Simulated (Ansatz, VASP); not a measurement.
**O in VASP and in Ansatz**

INCAR

```
SYSTEM = O
PREC     = Accurate       ! precision mode
ENCUT    = 520            ! plane-wave cutoff, eV
EDIFF    = 1E-7           ! SCF threshold, eV
ISMEAR   = -1             ! smearing method
SIGMA    = 0.05           ! smearing width, eV
LREAL    = .False.        ! projectors in reciprocal space
LASPH    = .True.         ! aspherical terms in the spheres
NELM     = 150            ! most SCF steps
ALGO     = Normal         ! electronic algorithm
ISIF     = 2              ! what is computed and relaxed
LWAVE    = .False.        ! write WAVECAR
LCHARG   = .False.        ! write CHGCAR
ISPIN    = 2              ! spin polarisation
MAGMOM   = 0.6 -0.6 -0.6 0.6 ! initial moments
LORBIT   = 11             ! projections on sites
GGA      = PE             ! functional
NBANDS   = 24             ! bands
```

The input KPOINTS:

```
regular mesh
0
Gamma
  6 8 5
  0 0 0
```

Contents of POSCAR:

```
O
1.0
   -2.3944914034      0.0000000000      3.6470501824
    0.0000000000     -3.3248318800      0.0000000000
    3.3083143032      0.0000000000      3.6470501824
O
4
Direct
    0.1301201900      0.0000000000      0.0254538300
    0.6301201900      0.5000000000      0.5254538300
    0.8698798100      0.0000000000      0.9745461700
    0.3698798100      0.5000000000      0.4745461700
```

Input for Ansatz:

```yaml
crystal:
  lattice:
    - [-2.3944914034, 0.0, 3.6470501824]
    - [0.0, -3.32483188, 0.0]
    - [3.3083143032, 0.0, 3.6470501824]
  atoms:
    - { symbol: O, position: [0.13012019, 0.0, 0.02545383], spin: 0.6 }
    - { symbol: O, position: [0.63012019, 0.5, 0.52545383], spin: -0.6 }
    - { symbol: O, position: [0.86987981, 0.0, 0.97454617], spin: -0.6 }
    - { symbol: O, position: [0.36987981, 0.5, 0.47454617], spin: 0.6 }
magnetization:
  spin_polarized: true
kpoints:
  mp_grid: { grid: [6, 8, 5] }
scf:
  occupations: { method: fermi_dirac, width: 0.05 }
  lower_state_search: "off"
hamiltonian:
  xc: pbe
  pseudopotentials: { kind: paw }
output:
  forces: true
  stress: true
  eigenvalues: true
  populations: true
```

Alike in both runs: task single point; functional PBE; k mesh 6 × 8 × 5; occupations fermi-dirac, width 0.05 eV; collinear spin.

```csv
,VASP,Ansatz
version,VASP 6.6.1,Ansatz 0.2.0
potentials or method,"VASP PAW PBE potentials, release 64 (O)","PAW with Ansatz's default frozen-core files, scalar-relativistic"
plane-wave cutoff (eV),520,420
valence electrons in the cell,24,24
```

Ansatz gave:

```
pressure (GPa)                                                : -2.1
traceless stress, the component that is largest in VASP (GPa) : -0.91
rms of the force components (eV/Å)                            : 0.185
net moment per atom (μB)                                      : 0.00
```

Problem. Estimate VASP's values.

Solution. Pressure (GPa): -0.2; traceless stress, the component that is largest in VASP (GPa): -2.99; rms of the force components (eV/Å): 0.494; net moment per atom (μB): 0.00.

Atom by atom the forces differ by 0.644 eV/Å (rms over components). Ansatz's warnings: seeded moment not kept.

Noted on VASP's run: the standard files for N, O and F lose accuracy on very short bonds.
